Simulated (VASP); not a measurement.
Write the native input for VASP 6.6.1 that does the following.

* Task: single point
* Functional: LDA
* Potentials or basis: VASP PAW LDA potentials, release 64 (Fe)
* Cutoff: 600 eV
* k mesh: 13 × 13 × 9
* Occupations: fermi-dirac, width 0.08 eV
* Spin: collinear spin, ferrimagnetic start
* Starting moments: [-1.2, 1.6] μB
* Fixed moment: 0.4 μB
* Dipole correction: no
* Further INCAR settings: ALGO = Normal; EDIFF = 1e-06; NBANDS = 19

The structure of Fe lies in POSCAR:

```
Fe
1.0
    1.7000753688     -1.7262356591      0.0000000000
    1.7000753688      1.7262356591      0.0000000000
    0.0000000000      0.0000000000      3.7097032485
Fe
2
Direct
    0.5000000000      0.5000000000      0.5000000000
    0.0000000000      0.0000000000      0.0000000000
```

The input as run:

INCAR

```
SYSTEM = Fe
ALGO = Normal
EDIFF = 1E-6
ENCUT = 600
GGA = CA
GGA_COMPAT = .False.
ISIF = 2
ISMEAR = -1
ISPIN = 2
LASPH = .True.
LCHARG = .False.
LMAXMIX = 4
LORBIT = 11
LREAL = .False.
LWAVE = .False.
MAGMOM = -1.2 1.6
NBANDS = 19
NELM = 200
NUPDOWN = 0.4
PREC = Accurate
SIGMA = 0.08
```

KPOINTS

```
k-points
0
Gamma
  13 13 9
  0 0 0
```

Potentials or basis: VASP PAW LDA potentials, release 64 (Fe).

Run with:

```console
$ cat potpaw_LDA.64/Fe/POTCAR > POTCAR
$ mpirun -np 1 vasp_std > vasp.out
```

It gave:

- Pressure: -23.7 GPa
- Net moment: 0.40 μB per cell
- Site moments: Fe -1.09, +1.49 μB
- Valence electrons inside the program's atomic spheres: Fe 7.37, 7.36

Caveat: the stress differs along the axes, from -29 to -20 GPa; the total moment is fixed, so each spin has its own Fermi level and the state may be an excited one.

It took 2.3 min on 1 thread of Oxide Virtual Turin-like Processor (shared host), peak memory 0.23 GiB.
